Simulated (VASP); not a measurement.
Write the native input for VASP 6.6.1 that does the following.

```yaml
Task: single point
Functional: PBE
Potentials_or_basis: VASP PAW PBE potentials, release 64 (Br)
Cutoff: 520 eV
k_mesh: 6 × 6 × 6
Occupations: fermi-dirac, width 0.02 eV
Spin: no spin polarisation
Dipole_correction: no
Further_INCAR_settings: ALGO = Normal; EDIFF = 1e-06; NBANDS = 14
```

The structure of Br lies in POSCAR:

```
Br
1.0
    0.0000000000      3.4986199073      3.4986199073
    3.4986199073      0.0000000000      3.4986199073
    3.4986199073      3.4986199073      0.0000000000
Br
2
Direct
    0.0000000000      0.0000000000      0.0000000000
    0.2500000000      0.2500000000      0.2500000000
```

The input as run:

INCAR

```
SYSTEM = Br
PREC = Accurate
ENCUT = 520
EDIFF = 1E-6
ISMEAR = -1
SIGMA = 0.02
LREAL = .False.
LASPH = .True.
NELM = 60
ALGO = Normal
ISIF = 2
LWAVE = .False.
LCHARG = .False.
GGA = PE
NBANDS = 14
```

KPOINTS

```
regular mesh
0
Gamma
  6 6 6
  0 0 0
```

Potentials or basis: VASP PAW PBE potentials, release 64 (Br).

Launch:

```sh
$ cat potpaw_PBE.64/Br/POTCAR > POTCAR
$ mpirun -np 1 vasp_std > vasp.out
```

It gave:

The pressure is 0.0 GPa and the band gap on the k mesh is zero (bands 7 and 8 overlap by 1.21 eV).

Run time: 14 s on 1 thread of Intel(R) Xeon(R) Platinum 8375C CPU @ 2.90GHz (Ice Lake), on a shared host, peak memory 0.22 GiB.
